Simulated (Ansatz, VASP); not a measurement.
Ti in VASP and in Ansatz

```
Ti
1.0
     2.97634    0.00000    0.00000
    -1.48817    2.57758    0.00000
     0.00000    0.00000    4.71471
Ti
2
Direct
  0.33333 0.66667 0.25000
  0.66667 0.33333 0.75000
```

Alike in both runs: task single point; functional PBEsol; k mesh 20 × 20 × 11; occupations fermi-dirac, width 0.1 eV; no spin polarisation.

|  | VASP | Ansatz |
| --- | --- | --- |
| version | VASP 6.6.1 | Ansatz 0.2.0 |
| potentials or method | VASP PAW PBE potentials, release 64 (Ti_sv), cutoff 520 eV | plane waves (420 eV) with PAW, scalar-relativistic |
| valence electrons in the cell | 24 | 24 |

```tsv
	VASP	Ansatz	Ansatz less VASP
pressure (GPa)	-8.1	-8.0	+0.16
traceless stress, the component that is largest in VASP (GPa)	-0.15	-0.15	+0.001
```

VASP's potentials were made for PBE, not for PBEsol, and Ansatz warns of the same on its side.
